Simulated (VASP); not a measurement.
# Li (Im-3m) in VASP: further runs

Li is run at these levels: r2SCAN; tasks: single point.

Program: VASP 6.6.1. These are calculated values, not measurements. Logs are shortened: lines on timing, memory, paths and dates and some standing lists are left out, and cuts for length are marked.

## (1) The cell of the first run

The structure is cubic, space group Im-3m (No. 229). The conventional cell has a = 2.866 Å, b = 2.866 Å, c = 2.866 Å, α = 90.00°, β = 90.00°, γ = 90.00°. Li (site symmetry m-3m) has 14 Li at 2.48 to 2.87 Å within 3.3 Å.

## (2) Single point, r2SCAN

Input file POSCAR:

```
Li
1.0
   -1.4328319577      1.4328319577      1.4328319577
    1.4328319577     -1.4328319577      1.4328319577
    1.4328319577      1.4328319577     -1.4328319577
Li
1
Direct
    0.0000000000      0.0000000000      0.0000000000
```

Input file INCAR.step1:

```
SYSTEM = Li
  ALGO = Normal
  EDIFF = 1E-4
  ENCUT = 520
  GGA = PE
  ISMEAR = 1
  LASPH = .True.
  LCHARG = .False.
  LREAL = .False.
  LWAVE = .True.
  NBANDS = 8
  NELM = 60
  PREC = Accurate
  SIGMA = 0.1
```

Input file INCAR.step2:

```
SYSTEM = Li
  ALGO = Normal
  EDIFF = 1E-7
  ENCUT = 520
  ISIF = 2
  ISMEAR = 1
  ISTART = 1
  LASPH = .True.
  LCHARG = .False.
  LMIXTAU = .True.
  LREAL = .False.
  LWAVE = .False.
  METAGGA = R2SCAN
  NBANDS = 8
  NELM = 60
  PREC = Accurate
  SIGMA = 0.1
```

Input file KPOINTS:

```
k-points
0
Gamma
  11 11 11
  0 0 0
```

Potentials or basis: VASP PAW PBE potentials, release 64 (Li_sv).

On the command line:

```sh
> cat potpaw_PBE.64/Li_sv/POTCAR > POTCAR
> cp INCAR.step1 INCAR
> mpirun -np 1 vasp_std > vasp.out
> cp INCAR.step2 INCAR
> mpirun -np 1 vasp_std > vasp.out
```

OUTCAR:

```text
SYSTEM = Li
   EDIFF = 1E-7
   ENCUT = 520
   ISIF = 2
   ISMEAR = 1
   ISTART = 1
   LASPH = .True.
   LREAL = .False.
   METAGGA = R2SCAN
   NELM = 60
   PREC = Accurate

 ion  position               nearest neighbor table
   1  0.000  0.000  0.000-

  LATTYP: Found a body centered cubic cell.
 ALAT       =     2.8656639154

  Lattice vectors:

 A1 = (  -1.4328319577,   1.4328319577,   1.4328319577)
 A2 = (   1.4328319577,  -1.4328319577,   1.4328319577)
 A3 = (   1.4328319577,   1.4328319577,  -1.4328319577)

Analysis of symmetry for initial positions (statically):
=====================================================================
 Subroutine PRICEL returns:
 Original cell was already a primitive cell.

 Routine SETGRP: Setting up the symmetry group for a
 body centered cubic supercell.

 Subroutine GETGRP returns: Found 48 space group operations
 (whereof 48 operations were pure point group operations)
 out of a pool of 48 trial point group operations.

The static configuration has the point symmetry O_h .

Analysis of symmetry for dynamics (positions and initial velocities):
=====================================================================
 Subroutine PRICEL returns:
 Original cell was already a primitive cell.

 Routine SETGRP: Setting up the symmetry group for a
 body centered cubic supercell.

 Subroutine GETGRP returns: Found 48 space group operations
 (whereof 48 operations were pure point group operations)
 out of a pool of 48 trial point group operations.

The dynamic configuration has the point symmetry O_h .

 Subroutine INISYM returns: Found 48 space group operations
 (whereof 48 operations are pure point group operations),
 and found     1 'primitive' translations

----------------------------------------------------------------------------------------

                                     Primitive cell

  volume of cell :      11.7665

  direct lattice vectors                    reciprocal lattice vectors
    -1.432831958  1.432831958  1.432831958     0.000000000  0.348959274  0.348959274
     1.432831958 -1.432831958  1.432831958     0.348959274  0.000000000  0.348959274
     1.432831958  1.432831958 -1.432831958     0.348959274  0.348959274  0.000000000

  length of vectors
     2.481737749  2.481737749  2.481737749     0.493502938  0.493502938  0.493502938

  position of ions in fractional coordinates (direct lattice)
     0.000000000  0.000000000  0.000000000

  ion indices of the primitive-cell ions
   primitive index   ion index
                 1           1

----------------------------------------------------------------------------------------

 KPOINTS: k-points

Automatic generation of k-mesh.
 Grid dimensions read from file:
 generate k-points for:   11   11   11

 Generating k-lattice:

  Cartesian coordinates                     Fractional coordinates (reciprocal lattice)
     0.000000000  0.031723570  0.031723570     0.090909091  0.000000000  0.000000000
     0.031723570  0.000000000  0.031723570     0.000000000  0.090909091  0.000000000
     0.031723570  0.031723570  0.000000000     0.000000000  0.000000000  0.090909091

  Length of vectors
     0.044863903  0.044863903  0.044863903

  Shift w.r.t. Gamma in fractional coordinates (k-lattice)
     0.000000000  0.000000000  0.000000000

 Subroutine IBZKPT returns following result:
 ===========================================

 Found     56 irreducible k-points:

 Following reciprocal coordinates:
            Coordinates               Weight
  0.000000  0.000000  0.000000      1.000000
  0.090909  0.000000  0.000000     12.000000
  0.181818  0.000000  0.000000     12.000000
  0.272727  0.000000  0.000000     12.000000
  0.363636  0.000000  0.000000     12.000000
  0.454545  0.000000  0.000000     12.000000
[... 16 lines left out ...]
  0.272727  0.181818  0.090909     48.000000
  0.363636  0.181818  0.090909     24.000000
 [... further k-points ...]
   k-points           NKPTS =     56   k-points in BZ     NKDIM =     56   number of bands    NBANDS=      8
   number of dos      NEDOS =    301   number of ions     NIONS =      1
   total plane-waves  NPLWV =   5832
   dimension x,y,z NGX =    18 NGY =   18 NGZ =   18
   dimension x,y,z NGXF=    36 NGYF=   36 NGZF=   36
   ions per type =               1
   NGX,Y,Z   is equivalent  to a cutoff of  12.06, 12.06, 12.06 a.u.
   NGXF,Y,Z  is equivalent  to a cutoff of  24.12, 24.12, 24.12 a.u.
 SYSTEM =  Li
   PREC   = accura    normal or accurate (medium, high low for compatibility)
   ISTART =      1    job   : 0-new  1-cont  2-samecut
   ICHARG =      0    charge: 1-file 2-atom 10-const
   ISPIN  =      1    spin polarized calculation?
   LNONCOLLINEAR =      F non collinear calculations
   LSORBIT =      F    spin-orbit coupling
   LASPH  =      T    aspherical Exc in radial PAW
   ENCUT  =  520.0 eV  38.22 Ry    6.18 a.u.   4.61  4.61  4.61*2*pi/ulx,y,z
   NELM   =     60;   NELMIN=  2; NELMDL=  0     # of ELM steps
   EDIFF  = 0.1E-06   stopping-criterion for ELM
   LREAL  =      F    real-space projection
   EDIFFG = 0.1E-05   stopping-criterion for IOM
   NSW    =      0    number of steps for IOM
   IBRION =     -1    ionic relax: 0-MD 1-quasi-New 2-CG
   NFREE  =      0    steps in history (QN), initial steepest desc. (CG)
   ISIF   =      2    stress and relaxation
   ISYM   =      2    0-nonsym 1-usesym 2-fastsym
   POTIM  = 0.5000    time-step for ionic-motion
   TEBEG  =    0.0;   TEEND  =   0.0 temperature during run
   PSTRESS=    0.0 pullay stress
   NELECT =       3.0000    total number of electrons
   NUPDOWN=      -1.0000    fix difference up-down
   EMIN   =  10.00;   EMAX   =-10.00  energy-range for DOS
   EFERMI =   0.00;   METHOD = LEGACY
   ISMEAR =     1;   SIGMA  =   0.10  broadening in eV -4-tet -1-fermi 0-gaus
   EFERMI_NEDOS =   21; number of points for ismear=-14 and -15
   IALGO  =     38    algorithm
   IMIX   =      4    mixing-type and parameters
     AMIX     =   0.40;   BMIX     =  1.00
     AMIX_MAG =   1.60;   BMIX_MAG =  1.00
  volume/ion in A,a.u.               =      11.77        79.40
  Fermi-wavevector in a.u.,A,eV,Ry     =   1.038086  1.961698 14.661944  1.077623
  Thomas-Fermi vector in A             =   2.172554
   LORBIT       =      0    0 simple, 1 ext, 2 COOP (PROOUT), +10 PAW based schemes
   METAGGA = R2SCAN    functional components
   LHFCALC =     F    Hartree Fock is set to
   AEXX    =    0.0000 exact exchange contribution
   IVDW    =     0    specifies the selected vdW correction
   LEPSILON=     F    determine dielectric tensor
   LRPA    =     F    only Hartree local field effects (RPA)
 non-spin polarized calculation
 Methfessel and Paxton  Order N= 1 SIGMA  =   0.10
  energy-cutoff  :      520.00
  volume of cell :       11.77
 maximum number of plane-waves:       329
   NGX =  9   NGY =  9   NGZ =  9

 number of electron       2.9999992 magnetization

 Free energy of the ion-electron system (eV)
  ---------------------------------------------------
  ext. energy  EPLUGINS =         0.00000000
  ---------------------------------------------------
  free energy    TOTEN  =        -2.00463188 eV

  energy without entropy =       -2.00386841  energy(sigma->0) =       -2.00437739

 E-fermi :   2.6074     XC(G=0):  -9.0213

 val. band max:        2.5954250018   @ k =  -0.3636   0.4545   0.0909
 cond. band min:       2.7370555879   @ k =  -0.4545   0.4545   0.0909
 fundamental gap:      0.1416305861
 Fermi energy:         2.6073554783

 k-point     1 :       0.0000    0.0000    0.0000
  band No.  band energies     occupation
      1     -44.8708      2.00000
      2      -1.8429      2.00000
      3      26.3332      0.00000
      4      26.3341      0.00000
      5      26.3341      0.00000
      6      31.5327      0.00000
      7      31.5327      0.00000
      8      31.5328      0.00000

 k-point     2 :       0.0909    0.0000    0.0000
  band No.  band energies     occupation
      1     -44.8594      2.00000
      2      -1.6546      2.00000
      3      24.1546      0.00000
      4      24.9079      0.00000
      5      25.7292      0.00000
      6      29.1521      0.00000
      7      29.3452      0.00000
      8      31.6437      0.00000

 k-point     3 :       0.1818    0.0000    0.0000
  band No.  band energies     occupation
      1     -44.8289      2.00000
      2      -1.0841      2.00000
      3      19.5607      0.00000
      4      22.7685      0.00000
      5      24.2893      0.00000
      6      26.6355      0.00000
      7      28.6359      0.00000
      8      31.7586      0.00000

 k-point     4 :       0.2727    0.0000    0.0000
  band No.  band energies     occupation
      1     -44.7887      2.00000
      2      -0.1253      2.00000
      3      15.1098      0.00000
      4      21.0133      0.00000
      5      22.8134      0.00000
      6      24.7204      0.00000
      7      28.8203      0.00000
      8      32.9925      0.00000

 k-point     5 :       0.3636    0.0000    0.0000
  band No.  band energies     occupation
      1     -44.7518      2.00000
      2       1.1697      2.00000
      3      11.3860      0.00000
      4      19.8123      0.00000
      5      21.7239      0.00000
      6      23.4391      0.00000
      7      29.4096      0.00000
      8      34.9535      0.00000
[... 177 lines left out ...]
 k-point    22 :       0.1818    0.1818    0.0909
  band No.  band energies     occupation
      1     -44.7481      2.00000
      2       1.4825      2.00000
      3      12.4491      0.00000
      4      14.5882      0.00000
      5      19.3224      0.00000
      6      32.4416      0.00000
      7      32.4887      0.00000
      8      36.0431      0.00000

 k-point    23 :       0.2727    0.1818    0.0909
  band No.  band energies     occupation
      1     -44.7263      2.00000
      2       3.0533     -0.00000
      3       9.4527      0.00000
      4      13.3392      0.00000
      5      18.8970      0.00000
      6      32.8904      0.00000
      7      33.7831      0.00000
      8      37.7995      0.00000

 k-point    24 :       0.3636    0.1818    0.0909
  band No.  band energies     occupation
      1     -44.7181      2.00000
      2       4.1916     -0.00000
      3       7.7674      0.00000
      4      12.9793      0.00000
      5      18.7586      0.00000
      6      32.8725      0.00000
      7      34.4995      0.00000
      8      39.1569      0.00000

 [... further k-points ...]

------------------------ aborting loop because EDIFF is reached ----------------------------------------

  FORCE on cell =-STRESS in cart. coord.  units (eV):
  Direction    XX          YY          ZZ          XY          YZ          ZX
  --------------------------------------------------------------------------------------
  -------------------------------------------------------------------------------------
  Total        1.4168492      1.4168492      1.4168492      0.0000000      0.0000000     -0.0000000
  in kB      192.9249685    192.9249685    192.9249685      0.0000000      0.0000000     -0.0000000
  external PRESSURE =     192.9249685 kB  Pullay stress =       0.0000000 kB

 VOLUME and BASIS-vectors are now :
 -----------------------------------------------------------------------------
  energy-cutoff  :      520.00
  volume of cell :       11.77
      direct lattice vectors                 reciprocal lattice vectors
    -1.432831958  1.432831958  1.432831958     0.000000000  0.348959274  0.348959274
     1.432831958 -1.432831958  1.432831958     0.348959274  0.000000000  0.348959274
     1.432831958  1.432831958 -1.432831958     0.348959274  0.348959274  0.000000000

 POSITION                                       TOTAL-FORCE (eV/Angst)
 -----------------------------------------------------------------------------------
      0.00000      0.00000      0.00000         0.000000     -0.000000     -0.000000
 -----------------------------------------------------------------------------------
    total drift:                                0.000000      0.000000      0.000000

  FREE ENERGIE OF THE ION-ELECTRON SYSTEM (eV)
  ---------------------------------------------------
  free  energy   TOTEN  =        -2.0046318833 eV

  energy  without entropy=       -2.0038684080  energy(sigma->0) =       -2.00437739
```

It took 13 s on 1 thread of Intel Xeon 6975P-C (Granite Rapids), shared host; peak memory 0.11 GiB.

Results:

- Free energy: -2.0046 eV
- Band gap on the k mesh: zero (an odd number of electrons rules out a gap without spin polarisation)

Levels at points of the mesh, in eV from the Fermi level:
```csv
k point,band 1,band 2,band 3,band 4,band 5,band 6
"(0.00, 0.00, 0.00)",-47.48,-4.45,23.73,23.73,23.73,28.93
```

Caveat: the cutoff is under 1.25 times the usual one of these potentials, so pressure, stress and relaxed cells hold a basis-set (Pulay) error; the PAW data sets were made with another functional, which shifts forces and pressure a little.

## (3) Single point, r2SCAN

This run uses another cell than the first one, of 14.14 Å³/atom.

Input file POSCAR:

```
Li
1.0
   -1.5235142914      1.5235142914      1.5235142914
    1.5235142914     -1.5235142914      1.5235142914
    1.5235142914      1.5235142914     -1.5235142914
Li
1
Direct
    0.0000000000      0.0000000000      0.0000000000
```

Input file INCAR.step1:

```
PREC = Accurate ; ENCUT = 520
ISMEAR = 1 ; SIGMA = 0.1
LREAL = F ; LASPH = T
NELM = 100 ; NBANDS = 8
GGA = PE ; ALGO = Normal
EDIFF = 1E-4 ; LWAVE = T
LCHARG = F
```

Input file INCAR.step2:

```
PREC = Accurate ; ENCUT = 520
EDIFF = 1E-6 ; ISMEAR = 1
SIGMA = 0.1 ; LREAL = F
LASPH = T ; NELM = 100
ALGO = Normal ; ISIF = 2
LWAVE = F ; LCHARG = F
METAGGA = R2SCAN ; LMIXTAU = T
NBANDS = 8 ; ISTART = 1
```

Input file KPOINTS:

```
regular mesh
0
Gamma
  11 11 11
```

Potentials or basis: VASP PAW PBE potentials, release 64 (Li_sv).

On the command line:

```sh
> cat potpaw_PBE.64/Li_sv/POTCAR > POTCAR
> cp INCAR.step1 INCAR
> mpirun -np 1 vasp_std > vasp.out
> cp INCAR.step2 INCAR
> mpirun -np 1 vasp_std > vasp.out
```

Run time: 12 s. Hardware: 1 thread of Intel Xeon 6975P-C (Granite Rapids), shared host; peak memory 0.12 GiB.

Results (log left out):

```yaml
Free_energy: -2.2230 eV
Band_gap_on_the_k_mesh: zero (an odd number of electrons rules out a gap without spin polarisation)
```

Levels at points of the mesh, in eV from the Fermi level:
```
           k point  band 1  band 2  band 3  band 4  band 5  band 6
(0.00, 0.00, 0.00)  -47.66   -4.26   21.01   21.01   21.01   25.72
```

Caveat: the cutoff is under 1.25 times the usual one of these potentials, so pressure, stress and relaxed cells hold a basis-set (Pulay) error; the PAW data sets were made with another functional, which shifts forces and pressure a little.
